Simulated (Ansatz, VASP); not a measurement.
# BaTiO3: VASP beside Ansatz

File POSCAR:

```
BaTiO3
1.0
    2.8400536833      1.6397057586      2.3314328269
   -2.8400536833      1.6397057586      2.3314328269
    0.0000000000     -3.2794115171      2.3314328269
Ba Ti O
1 1 3
Direct
    0.0170824638      0.0170824638      0.0170824638
    0.5162478494      0.5162478494      0.5162478494
    0.4897536543      0.4897536543      0.9801597377
    0.4897536543      0.9801597377      0.4897536543
    0.9801597377      0.4897536543      0.4897536543
```

INCAR.step1

```
  PREC = Accurate
  ENCUT = 1480
  ISMEAR = 0
  SIGMA = 0.05
  LREAL = False
  LASPH = True
  NELM = 120
  NBANDS = 28
  GGA = PE
  ALGO = Normal
  EDIFF = 1E-5
  LWAVE = True
  LCHARG = False
  GGA_COMPAT = False
```

INCAR.step2

```
  PREC = Accurate
  ENCUT = 1480
  EDIFF = 1E-6
  ISMEAR = 0
  SIGMA = 0.05
  LREAL = False
  LASPH = True
  NELM = 120
  ALGO = Normal
  ISIF = 2
  LWAVE = False
  LCHARG = False
  METAGGA = R2SCAN
  LMIXTAU = True
  NBANDS = 28
  ISTART = 1
  GGA_COMPAT = False
```

Contents of KPOINTS:

```
Automatic mesh
0
Gamma
  6 6 6
```

Input for Ansatz:

```yaml
crystal:
  lattice:
    - [2.8400536833, 1.6397057586, 2.3314328269]
    - [-2.8400536833, 1.6397057586, 2.3314328269]
    - [0.0, -3.2794115171, 2.3314328269]
  atoms:
    - { symbol: Ba, position: [0.0170824638, 0.0170824638, 0.0170824638] }
    - { symbol: Ti, position: [0.5162478494, 0.5162478494, 0.5162478494] }
    - { symbol: O, position: [0.4897536543, 0.4897536543, 0.9801597377] }
    - { symbol: O, position: [0.4897536543, 0.9801597377, 0.4897536543] }
    - { symbol: O, position: [0.9801597377, 0.4897536543, 0.4897536543] }
basis:
  ecutwfc: 500
kpoints:
  mp_grid: { grid: [6, 6, 6] }
hamiltonian:
  xc: r2scan
scf:
  occupations: { method: gaussian, width: 0.05 }
output:
  forces: true
  stress: true
  eigenvalues: true
```

Change from the starting cell: all Ba atoms moved -0.100 Å, as atom 1 towards its neighbour atom 2 (Ti) at 3.403 Å.

Alike in both runs: task single point; functional r2SCAN; k mesh 6 × 6 × 6; occupations gaussian, width 0.05 eV; no spin polarisation.

|  | VASP | Ansatz |
| --- | --- | --- |
| version | VASP 6.6.1 | Ansatz 0.2.0 |
| potentials or method | VASP PAW PBE potentials, release 64 (Ba_sv, Ti_sv, O_h), cutoff 1480 eV | scalar-relativistic, plane waves, PAW |
| valence electrons in the cell | 40 | 40 |

```tsv
	VASP	Ansatz	Ansatz less VASP
gap on the k mesh at the Fermi level (eV)	2.87	2.87	+0.003
least direct gap on the mesh (eV)	3.34	3.32	-0.028
pressure (GPa)	2.3	0.5	-1.83
traceless stress, the component that is largest in VASP (GPa)	0.44	0.45	+0.003
rms of the force components (eV/Å)	0.219	0.197	-0.0226
```

VASP's potentials were made for PBE, not for r2SCAN. Atom by atom the forces differ by 0.057 eV/Å (rms over components). The functional is the same, so the differences come from potentials, cutoffs and numerics.

Neither program's run includes spin-orbit coupling.
